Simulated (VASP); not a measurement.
MnSe:

```
Mn Se
1.0
     0.00000    2.72000    2.72000
     2.72000    0.00000    2.72000
     2.72000    2.72000    0.00000
Mn Se
1 1
Direct
  0.00000 0.00000 0.00000
  0.50000 0.50000 0.50000
```

Base run:

```yaml
Program: VASP 6.6.1
Functional: LDA
Potentials_or_basis: VASP PAW LDA potentials, release 64 (Mn_pv, Se)
Cutoff: 500 eV
k_mesh: 9 × 9 × 9
Occupations: fermi-dirac, width 0.3 eV
Spin: collinear spin
Starting_moments: "[2.64, -0.11] μB"
Fixed_moment: 2.4 μB
```

Its results: pressure -18.0 GPa; site moments Mn +2.38; Se -0.08 μB.

Problem. The run is repeated on the same cell with these changes: fixed moment from 2.4 μB to 3.2 μB; moments at the start from [2.64, -0.11] to [3.43, -0.09]. What comes out?

Solution. Pressure -15.6 GPa; site moments Mn +3.09; Se -0.06 μB.

Caveats: the cell stands under tension; so wide a smearing shifts energies and pressures; the total moment is fixed, so each spin has its own Fermi level and the state may be an excited one; a cell with one magnetic atom can't hold antiferromagnetic order, which such compounds often take.
